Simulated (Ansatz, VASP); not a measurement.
**Two plane-wave programs on SnH2Br2**

File INCAR:

```
PREC = Accurate
ENCUT = 600
EDIFF = 1E-6
ISMEAR = 0
SIGMA = 0.1
LREAL = F
LASPH = T
NELM = 100
ALGO = Normal
ISIF = 3
LWAVE = F
LCHARG = F
GGA = PE
IBRION = 2
NSW = 90
EDIFFG = -0.04
```

The input KPOINTS:

```
regular mesh
0
Gamma
  6 6 6
```

File POSCAR:

```
SnH2Br2
1.0
   -2.2785714300      2.2785714300      5.4486493000
    2.2785714300     -2.2785714300      5.4486493000
    2.2785714300      2.2785714300     -5.4486493000
Sn H Br
1 2 2
Direct
    0.0000000000      0.0000000000      0.0000000000
    0.7500000000      0.2500000000      0.5000000000
    0.2500000000      0.7500000000      0.5000000000
    0.6421839600      0.6421839600      0.0000000000
    0.3578160400      0.3578160400      0.0000000000
```

Input for Ansatz:

```yaml
crystal:
  lattice:
    - [-2.27857143, 2.27857143, 5.4486493]
    - [2.27857143, -2.27857143, 5.4486493]
    - [2.27857143, 2.27857143, -5.4486493]
  atoms:
    - { symbol: Sn, position: [0.0, 0.0, 0.0] }
    - { symbol: H, position: [0.75, 0.25, 0.5] }
    - { symbol: H, position: [0.25, 0.75, 0.5] }
    - { symbol: Br, position: [0.64218396, 0.64218396, 0.0] }
    - { symbol: Br, position: [0.35781604, 0.35781604, 0.0] }
basis:
  ecutwfc: 420
kpoints:
  mp_grid: { grid: [6, 6, 6] }
hamiltonian:
  xc: pbe
scf:
  occupations: { method: gaussian, width: 0.1 }
  lower_state_search: "off"
output:
  forces: true
  stress: true
  eigenvalues: true
relax:
  adjacent_minimum: "off"
  f_tol: 0.04
  max_steps: 70
  cell: { stress_tol: 0.4 }
```

Change from the starting cell: species swapped into the SrGe2Ru2 type (I4/mmm, No. 139).

Alike in both runs: task relaxation of cell and atoms; functional PBE; k mesh 6 × 6 × 6; occupations gaussian, width 0.1 eV; no spin polarisation.

|  | VASP | Ansatz |
| --- | --- | --- |
| version | VASP 6.6.1 | Ansatz 0.2.0 |
| potentials or method | VASP PAW PBE potentials, release 64 (Sn_d, H, Br), cutoff 600 eV | scalar-relativistic, plane waves, PAW |
| valence electrons in the cell | 30 | 30 |

```tsv
	VASP	Ansatz	Ansatz less VASP
gap on the k mesh at the Fermi level, each at its own relaxed structure (eV)	none	none	-
relaxed volume (Å³/atom)	18.87	19.00	+0.134
relaxed length of the cell vector where the two differ most in proportion (Å)	8.352	8.408	+0.0562
```

A gap of «none» marks a metal or a gap that the smearing closes.

Noted on VASP's run: the volume moved by over 15 % at a fixed basis, so the end points are rough.
